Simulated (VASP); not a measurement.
# Pb (Fd-3m) in VASP: a series of runs, part 2 of 2

VASP 6.6.1. The steps go on from the part before.

## (3) Electric field gradients, LDA

The input, INCAR:

```
SYSTEM = Pb
PREC = Accurate
ENCUT = 520
EDIFF = 1E-8
ISMEAR = -1
SIGMA = 0.05
LREAL = .FALSE.
LASPH = .TRUE.
NELM = 60
ALGO = Normal
ISIF = 2
LWAVE = .FALSE.
LCHARG = .FALSE.
LEFG = .TRUE.
NBANDS = 21
```

The input, KPOINTS:

```
regular mesh
0
G
  8 8 8
  0 0 0
```

The input, POSCAR:

```
Pb
1.0
    0.0000000000      3.4390000555      3.4390000555
    3.4390000555      0.0000000000      3.4390000555
    3.4390000555      3.4390000555      0.0000000000
Pb
2
Direct
    0.0000000000      0.0000000000      0.0000000000
    0.2500000000      0.2500000000      0.2500000000
```

Potentials or basis: VASP PAW LDA potentials, release 64 (Pb_d).

Launch:

```sh
$ cat potpaw_LDA.64/Pb_d/POTCAR > POTCAR
$ mpirun -np 1 vasp_std > vasp.out
```

OUTCAR:

```text
SYSTEM = Pb
   PREC = Accurate
   ENCUT = 520
   EDIFF = 1E-8
   ISMEAR = -1
   LREAL = .FALSE.
   LASPH = .TRUE.
   NELM = 60
   ISIF = 2

 ion  position               nearest neighbor table
   1  0.000  0.000  0.000-   2 2.98   2 2.98   2 2.98   2 2.98
   2  0.250  0.250  0.250-   1 2.98   1 2.98   1 2.98   1 2.98

  LATTYP: Found a face centered cubic cell.
 ALAT       =     6.8780001110

  Lattice vectors:

 A1 = (   0.0000000000,   3.4390000555,   3.4390000555)
 A2 = (   3.4390000555,   0.0000000000,   3.4390000555)
 A3 = (   3.4390000555,   3.4390000555,   0.0000000000)

Analysis of symmetry for initial positions (statically):
=====================================================================
 Subroutine PRICEL returns:
 Original cell was already a primitive cell.

 Routine SETGRP: Setting up the symmetry group for a
 face centered cubic supercell.

 Subroutine GETGRP returns: Found 48 space group operations
 (whereof 24 operations were pure point group operations)
 out of a pool of 48 trial point group operations.

The static configuration has the point symmetry T_d .
 The point group associated with its full space group is O_h .

Analysis of symmetry for dynamics (positions and initial velocities):
=====================================================================
 Subroutine PRICEL returns:
 Original cell was already a primitive cell.

 Routine SETGRP: Setting up the symmetry group for a
 face centered cubic supercell.

 Subroutine GETGRP returns: Found 48 space group operations
 (whereof 24 operations were pure point group operations)
 out of a pool of 48 trial point group operations.

The dynamic configuration has the point symmetry T_d .
 The point group associated with its full space group is O_h .

 Subroutine INISYM returns: Found 48 space group operations
 (whereof 24 operations are pure point group operations),
 and found     1 'primitive' translations

----------------------------------------------------------------------------------------

                                     Primitive cell

  volume of cell :      81.3442

  direct lattice vectors                    reciprocal lattice vectors
     0.000000000  3.439000056  3.439000056    -0.145391100  0.145391100  0.145391100
     3.439000056  0.000000000  3.439000056     0.145391100 -0.145391100  0.145391100
     3.439000056  3.439000056  0.000000000     0.145391100  0.145391100 -0.145391100

  length of vectors
     4.863480519  4.863480519  4.863480519     0.251824772  0.251824772  0.251824772

  position of ions in fractional coordinates (direct lattice)
     0.000000000  0.000000000  0.000000000
     0.250000000  0.250000000  0.250000000

  ion indices of the primitive-cell ions
   primitive index   ion index
                 1           1
                 2           2

[... 69 lines left out ...]
   ENCUT  =  520.0 eV  38.22 Ry    6.18 a.u.   9.04  9.04  9.04*2*pi/ulx,y,z
   NELM   =     60;   NELMIN=  2; NELMDL= -5     # of ELM steps
   EDIFF  = 0.1E-07   stopping-criterion for ELM
   LREAL  =      F    real-space projection
   EDIFFG = 0.1E-06   stopping-criterion for IOM
   NSW    =      0    number of steps for IOM
   IBRION =     -1    ionic relax: 0-MD 1-quasi-New 2-CG
   NFREE  =      0    steps in history (QN), initial steepest desc. (CG)
   ISIF   =      2    stress and relaxation
   ISYM   =      2    0-nonsym 1-usesym 2-fastsym
   POTIM  = 0.5000    time-step for ionic-motion
   TEBEG  =    0.0;   TEEND  =   0.0 temperature during run
   PSTRESS=    0.0 pullay stress
   NELECT =      28.0000    total number of electrons
   NUPDOWN=      -1.0000    fix difference up-down
   EMIN   =  10.00;   EMAX   =-10.00  energy-range for DOS
   EFERMI =   0.00;   METHOD = LEGACY
   ISMEAR =    -1;   SIGMA  =   0.05  broadening in eV -4-tet -1-fermi 0-gaus
   EFERMI_NEDOS =   21; number of points for ismear=-14 and -15
   IALGO  =     38    algorithm
   IMIX   =      4    mixing-type and parameters
     AMIX     =   0.40;   BMIX     =  1.00
     AMIX_MAG =   1.60;   BMIX_MAG =  1.00
  volume/ion in A,a.u.               =      40.67       274.47
  Fermi-wavevector in a.u.,A,eV,Ry     =   1.147322  2.168124 17.909999  1.316348
  Thomas-Fermi vector in A             =   2.284002
   LORBIT       =      0    0 simple, 1 ext, 2 COOP (PROOUT), +10 PAW based schemes
   GGA     = CA    functional components
   LHFCALC =     F    Hartree Fock is set to
   AEXX    =    0.0000 exact exchange contribution
   IVDW    =     0    specifies the selected vdW correction
   LEPSILON=     F    determine dielectric tensor
   LRPA    =     F    only Hartree local field effects (RPA)
 non-spin polarized calculation
  energy-cutoff  :      520.00
  volume of cell :       81.34
 maximum number of plane-waves:      2209
   NGX = 19   NGY = 19   NGZ = 19

 number of electron      28.0000001 magnetization

 Free energy of the ion-electron system (eV)
  ---------------------------------------------------
  ext. energy  EPLUGINS =         0.00000000
  ---------------------------------------------------
  free energy    TOTEN  =        -7.89027078 eV

  energy without entropy =       -7.88612287  energy(sigma->0) =       -7.88819682

 E-fermi :   4.1002     XC(G=0):  -8.7630

 val. band max:        3.7921459608   @ k =   0.1250   0.1250   0.0000
 cond. band min:       4.1161605101   @ k =  -0.1250   0.1250   0.0000
 fundamental gap:      0.3240145493
 Fermi energy:         4.1001508970

 k-point     1 :       0.0000    0.0000    0.0000
  band No.  band energies     occupation
      1     -13.1037      2.00000
      2     -13.1037      2.00000
      3     -13.1037      2.00000
      4     -13.0238      2.00000
      5     -13.0238      2.00000
      6     -12.5917      2.00000
[... 565 lines left out ...]
     20      11.9219      0.00000
     21      12.6657      0.00000

 [... further k-points ...]
[... 5 lines left out ...]
  --------------------------------------------------------------------------------------
  -------------------------------------------------------------------------------------
  Total       -0.3660808     -0.3660808     -0.3660808     -0.0000000      0.0000000     -0.0000000
  in kB       -7.2104275     -7.2104275     -7.2104275     -0.0000000      0.0000000     -0.0000000
  external PRESSURE =      -7.2104275 kB  Pullay stress =       0.0000000 kB

 VOLUME and BASIS-vectors are now :
 -----------------------------------------------------------------------------
  energy-cutoff  :      520.00
  volume of cell :       81.34
      direct lattice vectors                 reciprocal lattice vectors
     0.000000000  3.439000056  3.439000056    -0.145391100  0.145391100  0.145391100
     3.439000056  0.000000000  3.439000056     0.145391100 -0.145391100  0.145391100
     3.439000056  3.439000056  0.000000000     0.145391100  0.145391100 -0.145391100

 POSITION                                       TOTAL-FORCE (eV/Angst)
 -----------------------------------------------------------------------------------
      0.00000      0.00000      0.00000        -0.000000     -0.000000     -0.000000
      1.71950      1.71950      1.71950         0.000000      0.000000      0.000000
 -----------------------------------------------------------------------------------
    total drift:                                0.000000      0.000000      0.000000

  FREE ENERGIE OF THE ION-ELECTRON SYSTEM (eV)
  ---------------------------------------------------
  free  energy   TOTEN  =        -7.8902707751 eV

  energy  without entropy=       -7.8861228712  energy(sigma->0) =       -7.88819682

 Electric field gradients (V/A^2)
---------------------------------------------------------------------
 ion       V_xx      V_yy      V_zz      V_xy      V_xz      V_yz
---------------------------------------------------------------------
   1      -0.000    -0.000    -0.000     0.000     0.000     0.000
   2      -0.000    -0.000    -0.000     0.000     0.000     0.000
---------------------------------------------------------------------

 Electric field gradients after diagonalization (V/A^2)
 (convention: |V_zz| > |V_xx| > |V_yy|)
----------------------------------------------------------------------
 ion       V_xx      V_yy      V_zz     asymmetry (V_yy - V_xx)/ V_zz
----------------------------------------------------------------------
   1      -0.000    -0.000     0.000       0.000
   2      -0.000    -0.000     0.000       0.000
----------------------------------------------------------------------

           NMR quadrupolar parameters

 Cq : quadrupolar parameter    Cq=e*Q*V_zz/h
 eta: asymmetry parameters     (V_yy - V_xx)/ V_zz
 Q  : nuclear electric quadrupole moment in mb (millibarn)
----------------------------------------------------------------------
 ion       Cq(MHz)       eta       Q (mb)
----------------------------------------------------------------------
   1       0.000       0.000       1.000
   2       0.000       0.000       1.000
----------------------------------------------------------------------
```

OSZICAR:

```text
N       E                     dE             d eps       ncg     rms          rms(c)
DAV:   1     0.290938670255E+03    0.29094E+03   -0.13634E+04  1218   0.145E+03
DAV:   2     0.138942422212E+02   -0.27704E+03   -0.27124E+03  1228   0.395E+02
DAV:   3    -0.715803749583E+01   -0.21052E+02   -0.20901E+02  1476   0.137E+02
DAV:   4    -0.791393533770E+01   -0.75590E+00   -0.75556E+00  1423   0.308E+01
DAV:   5    -0.795819566420E+01   -0.44260E-01   -0.44260E-01  1852   0.660E+00    0.154E+00
DAV:   6    -0.791179846806E+01    0.46397E-01   -0.38558E-02  1722   0.261E+00    0.850E-01
DAV:   7    -0.789033466205E+01    0.21464E-01   -0.31993E-02  1620   0.210E+00    0.148E-01
DAV:   8    -0.789021745761E+01    0.11720E-03   -0.38813E-03  1666   0.727E-01    0.377E-02
DAV:   9    -0.789027366892E+01   -0.56211E-04   -0.16154E-04  1477   0.159E-01    0.115E-02
DAV:  10    -0.789027063897E+01    0.30300E-05   -0.16247E-05  1760   0.570E-02    0.367E-03
DAV:  11    -0.789027078391E+01   -0.14494E-06   -0.15446E-06  1776   0.993E-03    0.809E-04
DAV:  12    -0.789027077507E+01    0.88430E-08   -0.58745E-08  1469   0.236E-03
   1 F= -.78902708E+01 E0= -.78881968E+01  d E =-.414790E-02
```

stdout:

```text
POSCAR found type information on POSCAR Pb
 POSCAR found :  1 types and       2 ions
 scaLAPACK will be used
 LDA part: xc-table for (Slater(with rela. corr.)+CA(PZ))
 , standard interpolation
 POSCAR, INCAR and KPOINTS ok, starting setup
 FFT: planning ... GRIDC
 FFT: planning ... GRID_SOFT
 FFT: planning ... GRID
 WAVECAR not read
 entering main loop
ion   1

ion   2
```

It took 24 s on 1 thread of AMD EPYC 9R45 (Zen 5), shared host; peak memory 0.15 GiB.

What came out:

* Free energy: -7.8903 eV
* Pressure: -0.7 GPa
* Band gap on the k mesh: zero (band 14 reaches 4.45 eV, above the bottom of band 15 at 3.30 eV)

Levels at points of the mesh, in eV from the Fermi level:
| k point | band 11 | band 12 | band 13 | band 14 | band 15 | band 16 | band 17 | band 18 |
| --- | --- | --- | --- | --- | --- | --- | --- | --- |
| (0.00, 0.00, 0.00) | -11.21 | -4.01 | 0.35 | 0.35 | 0.35 | 2.34 | 2.34 | 2.34 |
| (0.50, 0.00, 0.00) | -9.86 | -7.17 | -1.04 | -0.80 | -0.80 | 3.46 | 3.46 | 5.32 |
| (0.50, 0.50, 0.00) | -8.55 | -8.55 | -2.03 | -2.03 | 0.78 | 0.78 | 7.09 | 7.09 |

Caveat: without QUAD_EFG the Cq values of the log hold for a quadrupole moment of 1 mb, not for the nuclei; spin-orbit coupling is left out, which moves the levels of the heavy elements.
